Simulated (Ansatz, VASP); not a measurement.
**BaTiO3 in VASP and in Ansatz**

```xyz
10
Lattice="4.0017 0.0000 0.0000 0.0000 8.0034 0.0000 0.0000 0.0000 4.0344" Properties=species:S:1:pos:R:3 pbc="T T T"
Ba    0.0000    0.0000    0.0000
Ba    0.0000    4.0017    0.0000
Ti    2.0009    2.0009    2.1059
Ti    2.0009    6.0026    2.1059
O     2.0009    2.0009    3.9496
O     2.0009    6.0026    3.9496
O     2.0009    0.0000    1.9688
O     2.0009    4.0017    1.9688
O     0.0000    2.0009    1.9688
O     0.0000    6.0026    1.9688
```

Alike in both runs: task single point; functional r2SCAN; k mesh 6 × 3 × 6; no spin polarisation; Hubbard terms Ti d U = 3.89 eV.

```csv
,VASP,Ansatz
version,VASP 6.6.1,Ansatz 0.2.0
potentials or method,"VASP PAW PBE potentials, release 64 (Ba_sv, Ti_sv, O), cutoff 520 eV",PAW plane waves
occupations,"fermi-dirac, width 0.1 eV",fermi-dirac
valence electrons in the cell,80,80
```

VASP gave:

| Property | Result |
| --- | --- |
| pressure (GPa) | 4.5 |
| traceless stress, the component that is largest in VASP (GPa) | 2.08 |
| rms of the force components (eV/Å) | 0.337 |

Problem. What did Ansatz give for the same quantities?

Solution. Pressure (GPa): 0.7; traceless stress, the component that is largest in VASP (GPa): 1.52; rms of the force components (eV/Å): 0.127.

VASP's potentials were made for PBE, not for r2SCAN. The programs project onto different local orbitals, so the same U acts differently, and such runs can settle in different states. Atom by atom the forces differ by 0.230 eV/Å (rms over components).

Neither program's run includes spin-orbit coupling.
